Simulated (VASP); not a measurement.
# CdS (Fm-3m) in VASP: a series of runs

Aim: see how the results for CdS move with the level of theory and the settings. Levels: HSE06, PBE0. Tasks: relaxation of cell and atoms, single point.

Everything below comes from runs of VASP 6.6.1. Logs are shortened: lines on timing, memory, paths and dates and some standing lists are left out, and cuts for length are marked.

**1. The cell of the first run**

The structure is cubic, space group Fm-3m (No. 225). The conventional cell has a = 5.506 Å, b = 5.506 Å, c = 5.506 Å, α = 90.00°, β = 90.00°, γ = 90.00°. Within 3.6 Å of Cd (site symmetry m-3m) lie 6 S at 2.75 Å. S (site symmetry m-3m) has 6 Cd at 2.75 Å within 3.6 Å.

**2. Relaxation of cell and atoms, HSE06**

POSCAR reads:

```
CdS
1.0
    0.0000000000      2.7532440000      2.7532440000
    2.7532440000      0.0000000000      2.7532440000
    2.7532440000      2.7532440000      0.0000000000
Cd S
1 1
Direct
    0.0000000000      0.0000000000      0.0000000000
    0.5000000000      0.5000000000      0.5000000000
```

INCAR.step1 reads:

```
ALGO = Normal
EDIFF = 1E-5
ENCUT = 600
GGA = PE
ISMEAR = -1
LASPH = True
LCHARG = False
LREAL = False
LWAVE = True
NBANDS = 16
NELM = 60
PREC = Accurate
SIGMA = 0.05
```

INCAR.step2 reads:

```
ALGO = Normal
EDIFF = 1E-7
EDIFFG = -0.01
ENCUT = 600
GGA = PE
HFSCREEN = 0.2079
IBRION = 2
ISIF = 3
ISMEAR = -1
ISTART = 1
LASPH = True
LCHARG = False
LHFCALC = True
LREAL = False
LWAVE = False
NELM = 60
NSW = 60
PREC = Accurate
PRECFOCK = Normal
SIGMA = 0.05
```

KPOINTS reads:

```
k-points
0
Gamma
  4 4 4
```

Potentials or basis: VASP PAW PBE potentials, release 64 (Cd, S).

On the command line:

```
cat potpaw_PBE.64/Cd/POTCAR potpaw_PBE.64/S/POTCAR > POTCAR
cp INCAR.step1 INCAR
mpirun -np 1 vasp_std > vasp.out
cp INCAR.step2 INCAR
mpirun -np 1 vasp_std > vasp.out
```

OUTCAR:

```text
EDIFF = 1E-7
   EDIFFG = -0.01
   ENCUT = 600
   GGA = PE
   HFSCREEN = 0.2079
   IBRION = 2
   ISIF = 3
   ISMEAR = -1
   ISTART = 1
   LASPH = True
   LHFCALC = True
   LREAL = False
   NELM = 60
   NSW = 60
   PREC = Accurate
   PRECFOCK = Normal

 ion  position               nearest neighbor table
   1  0.000  0.000  0.000-   2 2.75   2 2.75   2 2.75   2 2.75   2 2.75   2 2.75
   2  0.500  0.500  0.500-   1 2.75   1 2.75   1 2.75   1 2.75   1 2.75   1 2.75

  LATTYP: Found a face centered cubic cell.
 ALAT       =     5.5064880000

  Lattice vectors:

 A1 = (   0.0000000000,   2.7532440000,   2.7532440000)
 A2 = (   2.7532440000,   0.0000000000,   2.7532440000)
 A3 = (   2.7532440000,   2.7532440000,   0.0000000000)

Analysis of symmetry for initial positions (statically):
=====================================================================
 Subroutine PRICEL returns:
 Original cell was already a primitive cell.

 Routine SETGRP: Setting up the symmetry group for a
 face centered cubic supercell.

 Subroutine GETGRP returns: Found 48 space group operations
 (whereof 48 operations were pure point group operations)
 out of a pool of 48 trial point group operations.

The static configuration has the point symmetry O_h .

Analysis of symmetry for dynamics (positions and initial velocities):
=====================================================================
 Subroutine PRICEL returns:
 Original cell was already a primitive cell.

 Routine SETGRP: Setting up the symmetry group for a
 face centered cubic supercell.

 Subroutine GETGRP returns: Found 48 space group operations
 (whereof 48 operations were pure point group operations)
 out of a pool of 48 trial point group operations.

The dynamic configuration has the point symmetry O_h .

 Subroutine INISYM returns: Found 48 space group operations
 (whereof 48 operations are pure point group operations),
 and found     1 'primitive' translations

----------------------------------------------------------------------------------------

                                     Primitive cell

  volume of cell :      41.7411

  direct lattice vectors                    reciprocal lattice vectors
     0.000000000  2.753244000  2.753244000    -0.181603955  0.181603955  0.181603955
     2.753244000  0.000000000  2.753244000     0.181603955 -0.181603955  0.181603955
     2.753244000  2.753244000  0.000000000     0.181603955  0.181603955 -0.181603955

  length of vectors
     3.893675005  3.893675005  3.893675005     0.314547277  0.314547277  0.314547277

  position of ions in fractional coordinates (direct lattice)
     0.000000000  0.000000000  0.000000000
     0.500000000  0.500000000  0.500000000

  ion indices of the primitive-cell ions
   primitive index   ion index
                 1           1
                 2           2

----------------------------------------------------------------------------------------

 KPOINTS: k-points

Automatic generation of k-mesh.
 Grid dimensions read from file:
 generate k-points for:    4    4    4

 Generating k-lattice:

  Cartesian coordinates                     Fractional coordinates (reciprocal lattice)
    -0.045400989  0.045400989  0.045400989     0.250000000  0.000000000  0.000000000
     0.045400989 -0.045400989  0.045400989     0.000000000  0.250000000  0.000000000
     0.045400989  0.045400989 -0.045400989     0.000000000  0.000000000  0.250000000

  Length of vectors
     0.078636819  0.078636819  0.078636819

  Shift w.r.t. Gamma in fractional coordinates (k-lattice)
     0.000000000  0.000000000  0.000000000

 Subroutine IBZKPT returns following result:
 ===========================================

 Found      8 irreducible k-points:

 Following reciprocal coordinates:
            Coordinates               Weight
  0.000000  0.000000  0.000000      1.000000
  0.250000  0.000000  0.000000      8.000000
  0.500000  0.000000  0.000000      4.000000
  0.250000  0.250000  0.000000      6.000000
  0.500000  0.250000  0.000000     24.000000
 -0.250000  0.250000  0.000000     12.000000
  0.500000  0.500000  0.000000      3.000000
 -0.250000  0.500000  0.250000      6.000000
   k-points           NKPTS =      8   k-points in BZ     NKDIM =     64   number of bands    NBANDS=     13
   number of dos      NEDOS =    301   number of ions     NIONS =      2
   total plane-waves  NPLWV =  32768
   dimension x,y,z NGX =    32 NGY =   32 NGZ =   32
   dimension x,y,z NGXF=    64 NGYF=   64 NGZF=   64
   ions per type =               1   1
   NGX,Y,Z   is equivalent  to a cutoff of  13.66, 13.66, 13.66 a.u.
   NGXF,Y,Z  is equivalent  to a cutoff of  27.33, 27.33, 27.33 a.u.
 SYSTEM =  unknown system
   PREC   = accura    normal or accurate (medium, high low for compatibility)
   ISTART =      1    job   : 0-new  1-cont  2-samecut
   ICHARG =      0    charge: 1-file 2-atom 10-const
   ISPIN  =      1    spin polarized calculation?
   LNONCOLLINEAR =      F non collinear calculations
   LSORBIT =      F    spin-orbit coupling
   LASPH  =      T    aspherical Exc in radial PAW
   ENCUT  =  600.0 eV  44.10 Ry    6.64 a.u.   7.78  7.78  7.78*2*pi/ulx,y,z
   NELM   =     60;   NELMIN=  2; NELMDL=  0     # of ELM steps
   EDIFF  = 0.1E-06   stopping-criterion for ELM
   LREAL  =      F    real-space projection
   EDIFFG = -.1E-01   stopping-criterion for IOM
   NSW    =     60    number of steps for IOM
   IBRION =      2    ionic relax: 0-MD 1-quasi-New 2-CG
   NFREE  =      1    steps in history (QN), initial steepest desc. (CG)
   ISIF   =      3    stress and relaxation
   ISYM   =      3    0-nonsym 1-usesym 2-fastsym
   POTIM  = 0.5000    time-step for ionic-motion
   TEBEG  =    0.0;   TEEND  =   0.0 temperature during run
   PSTRESS=    0.0 pullay stress
   NELECT =      18.0000    total number of electrons
   NUPDOWN=      -1.0000    fix difference up-down
   EMIN   =  10.00;   EMAX   =-10.00  energy-range for DOS
   EFERMI =   0.00;   METHOD = LEGACY
   ISMEAR =    -1;   SIGMA  =   0.05  broadening in eV -4-tet -1-fermi 0-gaus
   EFERMI_NEDOS =   21; number of points for ismear=-14 and -15
   IALGO  =     38    algorithm
   IMIX   =      1    mixing-type and parameters
     AMIX     =   0.40;   BMIX     =  1.00
     AMIX_MAG =   1.60;   BMIX_MAG =  1.00
  volume/ion in A,a.u.               =      20.87       140.84
  Fermi-wavevector in a.u.,A,eV,Ry     =   1.236833  2.337275 20.813583  1.529755
  Thomas-Fermi vector in A             =   2.371425
   LORBIT       =      0    0 simple, 1 ext, 2 COOP (PROOUT), +10 PAW based schemes
   GGA     = PE    functional components
   LHFCALC =     T    Hartree Fock is set to
   PRECFOCK=normal    Normal, Fast or Accurate (Low or Medium for compatibility)
   ENCUT4O =  -1.0   cutoff for four orbital integrals eV
   NKREDX  =     1    reduce k-point grid by
   NKREDY  =     1    reduce k-point grid by
   NKREDZ  =     1    reduce k-point grid by
   AEXX    =    0.2500 exact exchange contribution
   HFSCREEN=    0.2079 screening length (either q_TF or 0.3 A-1)
   HFSCREENC=   0.2079 screening length for correlation (either q_TF or 0.3 A-1)
   ENCUTFOCK=  -1.0 apply spherical cutoff to Coloumb kernel
   IVDW    =     0    specifies the selected vdW correction
   LEPSILON=     F    determine dielectric tensor
   LRPA    =     F    only Hartree local field effects (RPA)
 conjugate gradient relaxation of ions
 non-spin polarized calculation
  energy-cutoff  :      600.00
  volume of cell :       41.74
 maximum number of plane-waves:      1411
  NGX = 24; NGY = 24; NGZ = 24

--------------------------------------- Ionic step        1  -------------------------------------------

 number of electron      17.9999999 magnetization

 Free energy of the ion-electron system (eV)
  ---------------------------------------------------
  ext. energy  EPLUGINS =         0.00000000
  ---------------------------------------------------
  free energy    TOTEN  =        -7.28803878 eV

  energy without entropy =       -7.28803762  energy(sigma->0) =       -7.28803820

------------------------ aborting loop because EDIFF is reached ----------------------------------------

  FORCE on cell =-STRESS in cart. coord.  units (eV):
  Direction    XX          YY          ZZ          XY          YZ          ZX
  --------------------------------------------------------------------------------------
  -------------------------------------------------------------------------------------
  Total       -0.4042779     -0.4042779     -0.4042779      0.0000000      0.0000000      0.0000000
  in kB      -15.5176700    -15.5176700    -15.5176700      0.0000000      0.0000000      0.0000000
  external PRESSURE =     -15.5176700 kB  Pullay stress =       0.0000000 kB
[... 57 lines left out ...]
  energy  without entropy=       -7.2912201739  energy(sigma->0) =       -7.29122071

--------------------------------------- Ionic step        3  -------------------------------------------

 number of electron      17.9999999 magnetization

 Free energy of the ion-electron system (eV)
  ---------------------------------------------------
  ext. energy  EPLUGINS =         0.00000000
  ---------------------------------------------------
  free energy    TOTEN  =        -7.29212941 eV

  energy without entropy =       -7.29212832  energy(sigma->0) =       -7.29212887

 E-fermi :   2.9368     XC(G=0):  -8.5851

 val. band max:        2.3014209151   @ k =   0.5000   0.0000   0.0000
 cond. band min:       3.5191678722   @ k =   0.5000   0.5000   0.0000
 fundamental gap:      1.2177469571
 Fermi energy:         2.9368246897

 k-point     1 :       0.0000    0.0000    0.0000
  band No.  band energies     occupation
      1     -11.7288      2.00000
      2      -6.5679      2.00000
      3      -6.5679      2.00000
      4      -6.5422      2.00000
      5      -6.5422      2.00000
      6      -6.5422      2.00000
      7       1.5662      2.00000
      8       1.5662      2.00000
      9       1.5662      2.00000
     10       4.2601      0.00000
     11      12.6585      0.00000
     12      12.6585      0.00000
     13      12.6585      0.00000
[... 139 lines left out ...]
  FREE ENERGIE OF THE ION-ELECTRON SYSTEM (eV)
  ---------------------------------------------------
  free  energy   TOTEN  =        -7.2921294111 eV

  energy  without entropy=       -7.2921283212  energy(sigma->0) =       -7.29212887

 reached required accuracy - stopping structural energy minimisation
```

Wall time 18 min (1 thread of Intel Xeon Platinum 8488C (Sapphire Rapids), shared host); peak memory 0.28 GiB.

What came out:

```yaml
Free_energy: -7.2921 eV
Relaxed_volume: 20.46 Å³/atom
Relaxed_cell: a = 3.868 Å, b = 3.868 Å, c = 3.868 Å, α = 60.00°, β = 60.00°, γ = 60.00°
Space_group_after_relaxing_to_0.1_Å: Fm-3m (No. 225)
Energy_gained_by_relaxing: 2.0 meV/atom
Ionic_steps: 3
Pressure_after_relaxing: 0.0 GPa
Band_gap_on_the_k_mesh: 1.22 eV (least direct gap 2.69 eV)
```

The path:
| step | energy change (eV) | largest force (eV/Å) | pressure (GPa) | volume (Å³) |
| --- | --- | --- | --- | --- |
| 1 | 0.0000 | 0.0000 | -1.55 | 41.74 |
| 2 | -0.0032 | 0.0000 | 0.77 | 40.53 |
| 3 | -0.0041 | 0.0000 | 0.00 | 40.91 |

Final structure:
```
Cd S
1.0
     0.00000    2.73489    2.73489
     2.73489    0.00000    2.73489
     2.73489    2.73489    0.00000
Cd S
1 1
Direct
  0.00000 0.00000 0.00000
  0.50000 0.50000 0.50000
```

Caveat: the k points lie up to 0.50 Å⁻¹ apart in the final cell; the PAW data sets were made with another functional, which shifts forces and pressure a little. A k mesh can miss the band edges.

**3. Single point, PBE0**

POSCAR is that of step 2.

INCAR.step1 reads:

```
  ALGO = Normal
  EDIFF = 1E-5
  ENCUT = 520
  GGA = PE
  ISIF = 2
  ISMEAR = -1
  LASPH = True
  LCHARG = False
  LREAL = False
  LUSENCCL = False
  LWAVE = True
  NBANDS = 16
  NELM = 80
  PREC = Accurate
  SIGMA = 0.05
```

INCAR.step2 reads:

```
  AEXX = 0.25
  ALGO = Normal
  EDIFF = 1E-7
  ENCUT = 520
  GGA = PE
  ISIF = 2
  ISMEAR = -1
  ISTART = 1
  LASPH = True
  LCHARG = False
  LHFCALC = True
  LREAL = False
  LUSENCCL = False
  LWAVE = False
  NBANDS = 16
  NELM = 80
  PREC = Accurate
  PRECFOCK = Normal
  SIGMA = 0.05
```

KPOINTS reads:

```
k-points
0
Gamma
  6 6 6
```

Potentials or basis: VASP PAW PBE potentials, release 64 (Cd, S).

On the command line:

```
cat potpaw_PBE.64/Cd/POTCAR potpaw_PBE.64/S/POTCAR > POTCAR
cp INCAR.step1 INCAR
mpirun -np 1 vasp_std > vasp.out
cp INCAR.step2 INCAR
mpirun -np 1 vasp_std > vasp.out
```

It took 54 min on 1 × NVIDIA H100 80GB with 1 thread of AMD EPYC 7R13 (Zen 3), shared host; peak memory 1.2 GiB.

It converged, with:

* Free energy: -7.9143 eV
* Pressure: -2.0 GPa
* Band gap on the k mesh: 1.90 eV (least direct gap 3.21 eV)

Levels at points of the mesh, in eV from the valence-band top:
```csv
k point,band 5,band 6,band 7,band 8,band 9,band 10,band 11,band 12,band 13,band 14
"(0.00, 0.00, 0.00)",-8.83,-8.83,-0.70,-0.70,-0.70,2.50,11.10,11.10,11.10,13.10
"(0.50, 0.00, 0.00)",-8.64,-8.64,-5.20,0.00,0.00,5.16,7.76,7.76,8.98,14.15
"(0.50, 0.50, 0.00)",-8.58,-7.84,-4.49,-2.20,-2.20,1.90,7.69,11.92,13.43,13.43
```

Caveat: the PAW data sets were made with another functional, which shifts forces and pressure a little.

**4. Single point, HSE06**

This run uses another cell than the first one, of 20.45 Å³/atom.

POSCAR reads:

```
CdS
1.0
    0.0000000000      2.7347652956      2.7347652956
    2.7347652956      0.0000000000      2.7347652956
    2.7347652956      2.7347652956      0.0000000000
Cd S
1 1
Direct
    0.0000000000      0.0000000000      0.0000000000
    0.5000000000      0.5000000000      0.5000000000
```

INCAR.step1 reads:

```
PREC     = Accurate       # precision mode
ENCUT    = 520            # plane-wave cutoff, eV
EDIFF    = 1E-5           # SCF threshold, eV
ISMEAR   = -1             # smearing method
SIGMA    = 0.05           # smearing width, eV
LREAL    = False          # projectors in reciprocal space
LASPH    = True           # aspherical terms in the spheres
NELM     = 80             # most SCF steps
ALGO     = Normal         # electronic algorithm
ISIF     = 2              # what is computed and relaxed
LWAVE    = True           # write WAVECAR
LCHARG   = False          # write CHGCAR
NBANDS   = 16             # bands
GGA      = PE             # functional
```

INCAR.step2 reads:

```
PREC     = Accurate       # precision mode
ENCUT    = 520            # plane-wave cutoff, eV
EDIFF    = 1E-6           # SCF threshold, eV
ISMEAR   = -1             # smearing method
SIGMA    = 0.05           # smearing width, eV
LREAL    = False          # projectors in reciprocal space
LASPH    = True           # aspherical terms in the spheres
NELM     = 80             # most SCF steps
ALGO     = Normal         # electronic algorithm
ISIF     = 2              # what is computed and relaxed
LWAVE    = False          # write WAVECAR
LCHARG   = False          # write CHGCAR
GGA      = PE             # functional
LHFCALC  = True           # exact exchange
HFSCREEN = 0.2079         # screening, 1/A
PRECFOCK = Normal       
NBANDS   = 16             # bands
ISTART   = 1
```

KPOINTS reads:

```
regular mesh
0
Gamma
  6 6 6
```

On the command line:

```
cat potpaw_PBE.64/Cd/POTCAR potpaw_PBE.64/S/POTCAR > POTCAR
cp INCAR.step1 INCAR
mpirun -np 1 vasp_std > vasp.out
cp INCAR.step2 INCAR
mpirun -np 1 vasp_std > vasp.out
```

Run time: 80 min. Hardware: 1 thread of Intel Xeon 8259CL, shared host; peak memory 0.29 GiB.

Results (log left out):

- Free energy: -7.3503 eV
- Pressure: -0.3 GPa
- Band gap on the k mesh: 1.23 eV (least direct gap 2.68 eV)

Levels at points of the mesh, in eV from the valence-band top:
```
           k point  band 7  band 8  band 9  band 10  band 11  band 12
(0.00, 0.00, 0.00)   -0.74   -0.74   -0.74     1.94    10.37    10.37
(0.50, 0.00, 0.00)   -5.25    0.00    0.00     4.45     7.02     7.02
(0.50, 0.50, 0.00)   -4.58   -2.27   -2.27     1.23     6.94    11.31
```

Caveat: the PAW data sets were made with another functional, which shifts forces and pressure a little.

**5. Summary**

```csv
task,level,cell,k mesh,cutoff (eV),screening parameter,gap on the mesh (eV),pressure (GPa)
relaxation of cell and atoms,HSE06,"relaxed from a = 3.894 Å, angles 60.0°, 2 atoms",4 × 4 × 4,600,0.2079 1/Å,1.22,0.0
single point,PBE0,"a = 3.894 Å, angles 60.0°, 2 atoms",6 × 6 × 6,520,-,1.90,-2.0
single point,HSE06,"a = 3.868 Å, angles 60.0°, 2 atoms",6 × 6 × 6,520,0.2079 1/Å,1.23,-0.3
```

Alike in all rows: potentials or basis VASP PAW PBE potentials, release 64 (Cd, S); no spin polarisation; smearing fermi-dirac 0.05 eV.

Caveats: some runs use coarse meshes; the PAW data sets were made with another functional, which shifts forces and pressure a little.

Absolute energies hang on the potentials; compare differences alone.
